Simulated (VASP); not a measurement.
InO3 (ReO3 type), 4 atoms in the cell. Symmetry: Pm-3m, No. 221, cubic system. Conventional cell: a = 4.127 Å, b = 4.127 Å, c = 4.127 Å, α = 90.00°, β = 90.00°, γ = 90.00°. In (site symmetry m-3m) has 6 O at 2.06 Å within 2.7 Å. Within 2.7 Å of O (site symmetry 4/mmm) lie 2 In at 2.06 Å. 

* Program: VASP 6.6.1
* Task: single point
* Functional: PBE
* Potentials or basis: VASP PAW PBE potentials, release 64 (In_d, O)
* Cutoff: 520 eV
* k mesh: 9 × 9 × 9
* Occupations: fermi-dirac, width 0.0612256 eV
* Spin: no spin polarisation
* Dipole correction: no
* Further INCAR settings: ALGO = Normal; EDIFF = 1e-06; NBANDS = 24

Potentials or basis: VASP PAW PBE potentials, release 64 (In_d, O).

Launch:

```bash
$ cat potpaw_PBE.64/In_d/POTCAR potpaw_PBE.64/O/POTCAR > POTCAR
$ mpirun -np 1 vasp_std > vasp.out
```

Hardware: 1 thread of Intel Xeon 8259CL, with other jobs on the host.

Q: How long does it take, and how much memory?

A: Run time: 54 s on 1 thread of Intel Xeon 8259CL, on a shared host, peak memory 0.2 GiB. Counts: scf iterations 13, k points 35.
